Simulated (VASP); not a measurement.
# NaF (I4/mmm) in VASP: notebook

The runs below take NaF through single point, with PBEsol.

All numbers are computed with VASP 6.6.1; they aren't measurements. Logs are shortened: lines on timing, memory, paths and dates and some standing lists are left out, and cuts for length are marked.

## 1. The cell of the first run

The structure is tetragonal, space group I4/mmm (No. 139). Conventional cell: a = 3.335 Å, b = 3.335 Å, c = 4.507 Å, α = 90.00°, β = 90.00°, γ = 90.00°. Na (site symmetry 4/mmm) has 6 F at 2.25 to 2.36 Å within 3.0 Å. Within 3.0 Å of F (site symmetry 4/mmm) lie 6 Na at 2.25 to 2.36 Å.

## 2. Single point, PBEsol (strain +0.015 along x and y, -0.030 along z)

File INCAR:

```
SYSTEM = NaF
PREC = Accurate ; ENCUT = 520
EDIFF = 1E-6 ; ISMEAR = 0
SIGMA = 0.05 ; LREAL = .False.
LASPH = .True. ; NELM = 80
ALGO = Normal ; ISIF = 2
LWAVE = .False. ; LCHARG = .True.
GGA = PS ; LELF = .True.
LVHAR = .True. ; NBANDS = 14
```

File KPOINTS:

```
Automatic mesh
0
Gamma
  8 8 8
  0 0 0
```

File POSCAR:

```
NaF
1.0
    0.0000000000      2.3581495000      2.2536010000
    2.3581495000      0.0000000000      2.2536010000
    2.3581495000      2.3581495000      0.0000000000
Na F
1 1
Direct
    0.0000000000      0.0000000000      0.0000000000
    0.5000000000      0.5000000000      0.5000000000
```

Potentials or basis: VASP PAW PBE potentials, release 64 (Na_pv, F).

On the command line:

```
> cat potpaw_PBE.64/Na_pv/POTCAR potpaw_PBE.64/F/POTCAR > POTCAR
> mpirun -np 1 vasp_std > vasp.out
```

OUTCAR:

```text
SYSTEM = NaF
   PREC = Accurate
   ENCUT = 520
   EDIFF = 1E-6
   ISMEAR = 0
   LREAL = .False.
   LASPH = .True.
   NELM = 80
   ISIF = 2
   GGA = PS

 ion  position               nearest neighbor table
   1  0.000  0.000  0.000-   2 2.25   2 2.25
   2  0.500  0.500  0.500-   1 2.25   1 2.25

  LATTYP: Found a body centered tetragonal cell.
 ALAT       =     3.3349270050
 C/A-ratio  =     1.3515144389

  Lattice vectors:

 A1 = (   0.0000000000,  -2.3581495000,  -2.2536010000)
 A2 = (   0.0000000000,   2.3581495000,  -2.2536010000)
 A3 = (   2.3581495000,   0.0000000000,   2.2536010000)

Analysis of symmetry for initial positions (statically):
=====================================================================
 Subroutine PRICEL returns:
 Original cell was already a primitive cell.

 Routine SETGRP: Setting up the symmetry group for a
 body centered tetragonal supercell.

 Subroutine GETGRP returns: Found 16 space group operations
 (whereof 16 operations were pure point group operations)
 out of a pool of 16 trial point group operations.

The static configuration has the point symmetry D_4h.

Analysis of symmetry for dynamics (positions and initial velocities):
=====================================================================
 Subroutine PRICEL returns:
 Original cell was already a primitive cell.

 Routine SETGRP: Setting up the symmetry group for a
 body centered tetragonal supercell.

 Subroutine GETGRP returns: Found 16 space group operations
 (whereof 16 operations were pure point group operations)
 out of a pool of 16 trial point group operations.

The dynamic configuration has the point symmetry D_4h.

 Subroutine INISYM returns: Found 16 space group operations
 (whereof 16 operations are pure point group operations),
 and found     1 'primitive' translations

----------------------------------------------------------------------------------------

                                     Primitive cell

  volume of cell :      25.0640

  direct lattice vectors                    reciprocal lattice vectors
     0.000000000  2.358149500  2.253601000    -0.212030662  0.212030662  0.221867136
     2.358149500  0.000000000  2.253601000     0.212030662 -0.212030662  0.221867136
     2.358149500  2.358149500  0.000000000     0.212030662  0.212030662 -0.221867136

  length of vectors
     3.261837907  3.261837907  3.334927005     0.373013444  0.373013444  0.373013444

  position of ions in fractional coordinates (direct lattice)
     0.000000000  0.000000000  0.000000000
     0.500000000  0.500000000  0.500000000

  ion indices of the primitive-cell ions
   primitive index   ion index
                 1           1
                 2           2

----------------------------------------------------------------------------------------

 KPOINTS: Automatic mesh

Automatic generation of k-mesh.
 Grid dimensions read from file:
 generate k-points for:    8    8    8

 Generating k-lattice:

  Cartesian coordinates                     Fractional coordinates (reciprocal lattice)
    -0.026503833  0.026503833  0.027733392     0.125000000 -0.000000000  0.000000000
     0.026503833 -0.026503833  0.027733392    -0.000000000  0.125000000  0.000000000
     0.026503833  0.026503833 -0.027733392     0.000000000  0.000000000  0.125000000

  Length of vectors
     0.046626681  0.046626681  0.046626681

  Shift w.r.t. Gamma in fractional coordinates (k-lattice)
     0.000000000  0.000000000  0.000000000

 Subroutine IBZKPT returns following result:
 ===========================================

 Found     59 irreducible k-points:

 Following reciprocal coordinates:
            Coordinates               Weight
  0.000000  0.000000  0.000000      1.000000
  0.125000 -0.000000  0.000000      8.000000
  0.250000 -0.000000  0.000000      8.000000
  0.375000 -0.000000  0.000000      8.000000
  0.500000 -0.000000  0.000000      4.000000
  0.125000  0.125000  0.000000      2.000000
[... 16 lines left out ...]
  0.250000 -0.000000  0.125000     16.000000
  0.375000 -0.000000  0.125000     16.000000
 [... further k-points ...]
   k-points           NKPTS =     59   k-points in BZ     NKDIM =     59   number of bands    NBANDS=     14
   number of dos      NEDOS =    301   number of ions     NIONS =      2
   total plane-waves  NPLWV =  16128
   dimension x,y,z NGX =    24 NGY =   24 NGZ =   28
   dimension x,y,z NGXF=    48 NGYF=   48 NGZF=   56
   ions per type =               1   1
   NGX,Y,Z   is equivalent  to a cutoff of  12.23, 12.23, 13.96 a.u.
   NGXF,Y,Z  is equivalent  to a cutoff of  24.46, 24.46, 27.92 a.u.
 SYSTEM =  NaF
   PREC   = accura    normal or accurate (medium, high low for compatibility)
   ISTART =      0    job   : 0-new  1-cont  2-samecut
   ICHARG =      2    charge: 1-file 2-atom 10-const
   ISPIN  =      1    spin polarized calculation?
   LNONCOLLINEAR =      F non collinear calculations
   LSORBIT =      F    spin-orbit coupling
   LASPH  =      T    aspherical Exc in radial PAW
   ENCUT  =  520.0 eV  38.22 Ry    6.18 a.u.   6.06  6.06  6.20*2*pi/ulx,y,z
   NELM   =     80;   NELMIN=  2; NELMDL= -5     # of ELM steps
   EDIFF  = 0.1E-05   stopping-criterion for ELM
   LREAL  =      F    real-space projection
   EDIFFG = 0.1E-04   stopping-criterion for IOM
   NSW    =      0    number of steps for IOM
   IBRION =     -1    ionic relax: 0-MD 1-quasi-New 2-CG
   NFREE  =      0    steps in history (QN), initial steepest desc. (CG)
   ISIF   =      2    stress and relaxation
   ISYM   =      2    0-nonsym 1-usesym 2-fastsym
   POTIM  = 0.5000    time-step for ionic-motion
   TEBEG  =    0.0;   TEEND  =   0.0 temperature during run
   PSTRESS=    0.0 pullay stress
   NELECT =      14.0000    total number of electrons
   NUPDOWN=      -1.0000    fix difference up-down
   EMIN   =  10.00;   EMAX   =-10.00  energy-range for DOS
   EFERMI =   0.00;   METHOD = LEGACY
   ISMEAR =     0;   SIGMA  =   0.05  broadening in eV -4-tet -1-fermi 0-gaus
   EFERMI_NEDOS =   21; number of points for ismear=-14 and -15
   IALGO  =     38    algorithm
   IMIX   =      4    mixing-type and parameters
     AMIX     =   0.40;   BMIX     =  1.00
     AMIX_MAG =   1.60;   BMIX_MAG =  1.00
  volume/ion in A,a.u.               =      12.53        84.57
  Fermi-wavevector in a.u.,A,eV,Ry     =   1.348241  2.547807 24.732051  1.817754
  Thomas-Fermi vector in A             =   2.475926
   LORBIT       =      0    0 simple, 1 ext, 2 COOP (PROOUT), +10 PAW based schemes
   GGA     = PS    functional components
   LHFCALC =     F    Hartree Fock is set to
   AEXX    =    0.0000 exact exchange contribution
   IVDW    =     0    specifies the selected vdW correction
   LEPSILON=     F    determine dielectric tensor
   LRPA    =     F    only Hartree local field effects (RPA)
 non-spin polarized calculation
 Gauss-broadening in eV      SIGMA  =   0.05
  energy-cutoff  :      520.00
  volume of cell :       25.06
 maximum number of plane-waves:       689
   NGX = 13   NGY = 13   NGZ = 13

 number of electron      13.9999990 magnetization

 Free energy of the ion-electron system (eV)
  ---------------------------------------------------
  ext. energy  EPLUGINS =         0.00000000
  ---------------------------------------------------
  free energy    TOTEN  =        -8.75983758 eV

  energy without entropy =       -8.75983758  energy(sigma->0) =       -8.75983758

 E-fermi :  -1.9431     XC(G=0):  -9.2936

 val. band max:       -2.2071592100   @ k =   0.0000   0.0000   0.0000
 cond. band min:       3.9106263364   @ k =   0.0000   0.0000   0.0000
 fundamental gap:      6.1177855465
 Fermi energy:        -1.9430806588

 k-point     1 :       0.0000    0.0000    0.0000
  band No.  band energies     occupation
      1     -21.2551      2.00000
      2     -20.9977      2.00000
      3     -20.9977      2.00000
      4     -20.9847      2.00000
      5      -2.2114      2.00000
      6      -2.2072      2.00000
      7      -2.2072      2.00000
      8       3.9106      0.00000
      9      16.4949      0.00000
     10      16.4949      0.00000
     11      16.8184      0.00000
     12      19.2734      0.00000
     13      20.9839      0.00000
     14      22.3068      0.00000

 k-point     2 :       0.1250   -0.0000    0.0000
  band No.  band energies     occupation
      1     -21.4501      2.00000
      2     -21.0004      2.00000
      3     -20.9921      2.00000
      4     -20.7758      2.00000
      5      -2.5087      2.00000
      6      -2.2483      2.00000
      7      -2.2454      2.00000
      8       4.4581      0.00000
      9      14.8217      0.00000
     10      16.7065      0.00000
     11      16.9603      0.00000
     12      20.4701      0.00000
     13      21.1795      0.00000
     14      21.6513      0.00000

 k-point     3 :       0.2500   -0.0000    0.0000
  band No.  band energies     occupation
      1     -21.6773      2.00000
      2     -21.0068      2.00000
      3     -20.9948      2.00000
      4     -20.4972      2.00000
      5      -3.1158      2.00000
      6      -2.3461      2.00000
      7      -2.3304      2.00000
      8       5.7729      0.00000
      9      12.7208      0.00000
     10      17.1234      0.00000
     11      17.5654      0.00000
     12      19.9226      0.00000
     13      20.7998      0.00000
     14      21.9673      0.00000

 k-point     4 :       0.3750   -0.0000    0.0000
  band No.  band energies     occupation
      1     -21.8265      2.00000
      2     -21.0132      2.00000
      3     -20.9974      2.00000
      4     -20.2957      2.00000
      5      -3.6216      2.00000
      6      -2.4418      2.00000
      7      -2.4140      2.00000
      8       7.3276      0.00000
      9      11.0454      0.00000
     10      17.2934      0.00000
     11      18.0409      0.00000
     12      20.0062      0.00000
     13      20.6073      0.00000
     14      21.5955      0.00000

 k-point     5 :       0.5000   -0.0000    0.0000
  band No.  band energies     occupation
      1     -21.8781      2.00000
      2     -21.0158      2.00000
      3     -20.9986      2.00000
      4     -20.2225      2.00000
      5      -3.8115      2.00000
      6      -2.4809      2.00000
      7      -2.4482      2.00000
      8       8.3513      0.00000
      9      10.0597      0.00000
     10      17.2821      0.00000
     11      18.1475      0.00000
[... 276 lines left out ...]
 k-point    22 :       0.1250    0.0000    0.1250
  band No.  band energies     occupation
      1     -21.4332      2.00000
      2     -21.0039      2.00000
      3     -20.9930      2.00000
      4     -20.7889      2.00000
      5      -2.5489      2.00000
      6      -2.2769      2.00000
      7      -2.2628      2.00000
      8       4.6185      0.00000
      9      14.6512      0.00000
     10      16.7063      0.00000
     11      16.8949      0.00000
     12      19.3901      0.00000
     13      21.9588      0.00000
     14      22.3657      0.00000

 k-point    23 :       0.2500   -0.0000    0.1250
  band No.  band energies     occupation
      1     -21.5786      2.00000
      2     -21.0102      2.00000
      3     -21.0001      2.00000
      4     -20.6056      2.00000
      5      -2.9753      2.00000
      6      -2.3628      2.00000
      7      -2.3450      2.00000
      8       5.6512      0.00000
      9      13.1430      0.00000
     10      16.9328      0.00000
     11      17.1325      0.00000
     12      18.3556      0.00000
     13      22.1754      0.00000
     14      23.4364      0.00000

 k-point    24 :       0.3750   -0.0000    0.1250
  band No.  band energies     occupation
      1     -21.7268      2.00000
      2     -21.0186      2.00000
      3     -21.0060      2.00000
      4     -20.4070      2.00000
      5      -3.4345      2.00000
      6      -2.4945      2.00000
      7      -2.4321      2.00000
      8       7.1259      0.00000
      9      11.6046      0.00000
     10      16.5010      0.00000
     11      17.4921      0.00000
     12      18.5570      0.00000
     13      21.8138      0.00000
     14      23.3527      0.00000

 [... further k-points ...]

------------------------ aborting loop because EDIFF is reached ----------------------------------------

  FORCE on cell =-STRESS in cart. coord.  units (eV):
  Direction    XX          YY          ZZ          XY          YZ          ZX
  --------------------------------------------------------------------------------------
  -------------------------------------------------------------------------------------
  Total       -0.2551438     -0.2551438      0.3541557      0.0000000     -0.0000000     -0.0000000
  in kB      -16.3096971    -16.3096971     22.6388869      0.0000000     -0.0000000     -0.0000000
  external PRESSURE =      -3.3268358 kB  Pullay stress =       0.0000000 kB

 VOLUME and BASIS-vectors are now :
 -----------------------------------------------------------------------------
  energy-cutoff  :      520.00
  volume of cell :       25.06
      direct lattice vectors                 reciprocal lattice vectors
     0.000000000  2.358149500  2.253601000    -0.212030662  0.212030662  0.221867136
     2.358149500  0.000000000  2.253601000     0.212030662 -0.212030662  0.221867136
     2.358149500  2.358149500  0.000000000     0.212030662  0.212030662 -0.221867136

 POSITION                                       TOTAL-FORCE (eV/Angst)
 -----------------------------------------------------------------------------------
      0.00000      0.00000      0.00000         0.000000      0.000000      0.000000
      2.35815      2.35815      2.25360        -0.000000     -0.000000      0.000000
 -----------------------------------------------------------------------------------
    total drift:                                0.000000     -0.000000      0.000000

  FREE ENERGIE OF THE ION-ELECTRON SYSTEM (eV)
  ---------------------------------------------------
  free  energy   TOTEN  =        -8.7598375757 eV

  energy  without entropy=       -8.7598375757  energy(sigma->0) =       -8.75983758
```

Wall time 14 s (1 thread of Intel Xeon 8259CL, shared host); peak memory 0.15 GiB.

What came out:

* Free energy: -8.7598 eV
* Pressure: -0.3 GPa
* Band gap on the k mesh: 6.12 eV

Stress tensor (GPa, compression positive):
```
-1.63  0.00  0.00
 0.00 -1.63  0.00
 0.00  0.00  2.26
```

Caveat: the cell differs from its parent crystal (strain +0.015 along x and y, -0.030 along z); the PAW data sets were made with another functional, which shifts forces and pressure a little.

## 3. Single point, PBEsol (strain +0.030 along x and y, -0.030 along z)

File INCAR:

```
PREC     = Accurate       # precision mode
ENCUT    = 520            # plane-wave cutoff, eV
EDIFF    = 1E-6           # SCF threshold, eV
ISMEAR   = 0              # smearing method
SIGMA    = 0.05           # smearing width, eV
LREAL    = F              # projectors in reciprocal space
LASPH    = T              # aspherical terms in the spheres
NELM     = 100            # most SCF steps
ALGO     = Normal         # electronic algorithm
ISIF     = 2              # what is computed and relaxed
LWAVE    = F              # write WAVECAR
LCHARG   = F              # write CHGCAR
GGA      = PS             # functional
NBANDS   = 14             # bands
```

File KPOINTS:

```
Automatic mesh
0
Gamma
  8 8 8
```

File POSCAR:

```
NaF
1.0
    0.0000000000      2.3929990000      2.2536010000
    2.3929990000      0.0000000000      2.2536010000
    2.3929990000      2.3929990000      0.0000000000
Na F
1 1
Direct
    0.0000000000      0.0000000000      0.0000000000
    0.5000000000      0.5000000000      0.5000000000
```

Potentials or basis: VASP PAW PBE potentials, release 64 (Na_pv, F).

On the command line:

```
> cat potpaw_PBE.64/Na_pv/POTCAR potpaw_PBE.64/F/POTCAR > POTCAR
> mpirun -np 1 vasp_std > vasp.out
```

Run time: 14 s. Hardware: 1 thread of Intel Xeon 8259CL, shared host; peak memory 0.15 GiB.

It converged, with:

```
Free energy            : -8.7505 eV
Pressure               : -1.5 GPa
Band gap on the k mesh : 5.97 eV
```

Stress tensor (GPa, compression positive):
```
-2.97  0.00  0.00
 0.00 -2.97  0.00
 0.00  0.00  1.55
```

Levels at points of the mesh, in eV from the valence-band top:
```
           k point  band 3  band 4  band 5  band 6  band 7  band 8  band 9  band 10  band 11  band 12
(0.00, 0.00, 0.00)  -18.88  -18.86   -0.01    0.00    0.00    5.97   18.48    18.48    18.90    21.23
(0.50, 0.00, 0.00)  -18.88  -18.08   -1.54   -0.27   -0.23   10.38   12.02    19.06    20.19    21.97
(0.50, 0.50, 0.00)  -18.94  -18.75   -1.18   -0.46   -0.46   12.60   13.22    13.38    18.71    18.71
(0.50, 0.00, 0.50)  -18.91  -18.78   -1.27   -0.41   -0.32   12.42   13.09    13.19    19.17    19.71
```

Caveat: the cell differs from its parent crystal (strain +0.030 along x and y, -0.030 along z); the PAW data sets were made with another functional, which shifts forces and pressure a little.

## 4. Single point, PBEsol (strain +0.030 along x and y, -0.015 along z)

File INCAR:

```
SYSTEM = NaF
ALGO = Normal
EDIFF = 1E-7
ENCUT = 520
GGA = PS
ISIF = 2
ISMEAR = 0
LASPH = .True.
LCHARG = .False.
LREAL = .False.
LWAVE = .False.
NBANDS = 14
NELM = 60
PREC = Accurate
SIGMA = 0.05
```

File KPOINTS:

```
k-points
0
Gamma
  8 8 8
  0 0 0
```

File POSCAR:

```
NaF
1.0
    0.0000000000      2.3929990000      2.2884505000
    2.3929990000      0.0000000000      2.2884505000
    2.3929990000      2.3929990000      0.0000000000
Na F
1 1
Direct
    0.0000000000      0.0000000000      0.0000000000
    0.5000000000      0.5000000000      0.5000000000
```

On the command line:

```
> cat potpaw_PBE.64/Na_pv/POTCAR potpaw_PBE.64/F/POTCAR > POTCAR
> mpirun -np 1 vasp_std > vasp.out
```

Wall time 25 s (1 thread of Intel Xeon 8259CL, shared host); peak memory 0.16 GiB.

The run converged. Its results:

| Property | Result |
| --- | --- |
| Free energy | -8.7528 eV |
| Pressure | -2.2 GPa |
| Band gap on the k mesh | 5.90 eV |

Stress tensor (GPa, compression positive):
```
-3.20  0.00  0.00
 0.00 -3.20  0.00
 0.00  0.00 -0.25
```

Levels at points of the mesh, in eV from the valence-band top:
```
           k point  band 5  band 6  band 7  band 8  band 9  band 10
(0.00, 0.00, 0.00)   -0.01    0.00    0.00    5.90   18.39    18.39
(0.50, 0.00, 0.00)   -1.51   -0.25   -0.22   10.30   11.90    19.04
(0.50, 0.50, 0.00)   -1.18   -0.43   -0.43   12.65   12.96    13.18
(0.50, 0.00, 0.50)   -1.24   -0.40   -0.33   12.37   12.97    13.08
```

Caveat: the cell differs from its parent crystal (strain +0.030 along x and y, -0.015 along z); the PAW data sets were made with another functional, which shifts forces and pressure a little.

## 5. Overview

| cell | gap on the mesh (eV) | pressure (GPa) |
| --- | --- | --- |
| a = 3.262, b = 3.262, c = 3.335 Å, angles 59.3, 59.3, 61.5°, 2 atoms | 6.12 | -0.3 |
| a = 3.287, b = 3.287, c = 3.384 Å, angles 59.0, 59.0, 62.0°, 2 atoms | 5.97 | -1.5 |
| a = 3.311, b = 3.311, c = 3.384 Å, angles 59.3, 59.3, 61.5°, 2 atoms | 5.90 | -2.2 |

Alike in all rows: task single point; level PBEsol; potentials or basis VASP PAW PBE potentials, release 64 (Na_pv, F); no spin polarisation; k mesh 8 × 8 × 8; cutoff (eV) 520; smearing gaussian 0.05 eV.

Caveats: the PAW data sets were made with another functional, which shifts forces and pressure a little.

Absolute energies hang on the potentials; compare differences alone.
